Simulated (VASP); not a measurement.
Here is a VASP 6.6.1 calculation.

The input INCAR:

```
ALGO = Fast ; EDIFF = 1E-6
ENCUT = 520 ; GGA = PS
ISIF = 2 ; ISMEAR = 0
LASPH = True ; LCHARG = True
LELF = True ; LREAL = False
LVHAR = True ; LWAVE = False
NBANDS = 12 ; NELM = 100
PREC = Accurate ; SIGMA = 0.1
```

KPOINTS

```
k-points
0
Gamma
  12 12 6
```

Contents of POSCAR:

```
N
1.0
    3.6214896162      0.0170925978      0.0235159307
   -1.7959421842      3.0979618921      0.0196701108
    0.0381672000      0.0589000000      5.7616569000
N
2
Direct
    0.3163478662      0.6529878148      0.2533803056
    0.6836521338      0.3470121852      0.7466196944
```

Potentials or basis: VASP PAW PBE potentials, release 64 (N).

The run is started by

```bash
$ cat potpaw_PBE.64/N/POTCAR > POTCAR
$ mpirun -np 1 vasp_std > vasp.out
```

Q: Estimate the band gap on the k mesh.

A: Zero (bands 5 and 6 overlap by 0.69 eV).

Q: What does it give for the largest force?

A: 0.143 eV/Å.

Q: Predict the pressure.

A: -8.4 GPa.

Forces in eV/Å, atoms in the order of the input:
```
N   -0.053 -0.047  0.124
N    0.053  0.047 -0.124
```

Caveat: the cell differs from its parent crystal (atoms moved at random and the cell strained at random); the cell stands under tension; the nearest neighbours stand farther apart than a usual bond; the PAW data sets were made with another functional, which shifts forces and pressure a little.
